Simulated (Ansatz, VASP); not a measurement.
## Sb2Se3 in VASP and in Ansatz

```
CELL_PARAMETERS angstrom
6.30320 0.00000 0.00000
-3.15160 5.45873 0.00000
0.00000 0.00000 5.12047
ATOMIC_POSITIONS crystal
Sb 0.00000 0.00000 0.50000
Sb 0.33333 0.66667 0.00000
Se 0.88291 0.11709 0.00000
Se 0.88291 0.76581 0.00000
Se 0.23419 0.11709 0.00000
```

Alike in both runs: task relaxation of cell and atoms; functional PBE; k mesh 2 × 2 × 3; occupations gaussian, width 0.15 eV; no spin polarisation.

```csv
,VASP,Ansatz
version,VASP 6.6.1,Ansatz 0.2.0
potentials or method,"VASP PAW PBE potentials, release 64 (Sb, Se), cutoff 500 eV","scalar-relativistic, plane waves, PAW"
valence electrons in the cell,28,78
```

Ansatz gave:

- gap on the k mesh at the Fermi level, each at its own relaxed structure (eV): none
- relaxed volume (Å³/atom): 29.01
- relaxed length of the cell vector where the two differ most in proportion (Å): 3.979

Task: What did VASP give for the same quantities?

Result: gap on the k mesh at the Fermi level, each at its own relaxed structure (eV): none; relaxed volume (Å³/atom): 28.91; relaxed length of the cell vector where the two differ most in proportion (Å): 4.029.

A gap of «none» marks a metal or a gap that the smearing closes. VASP's potentials hold 28 valence electrons a cell and Ansatz's 78, so a difference there can come from the potentials and not from the codes.

The k mesh is coarse, so the values compare programs but aren't converged. Neither program's run includes spin-orbit coupling. Noted on VASP's run: the volume moved by over 15 % at a fixed basis, so the end points are rough.
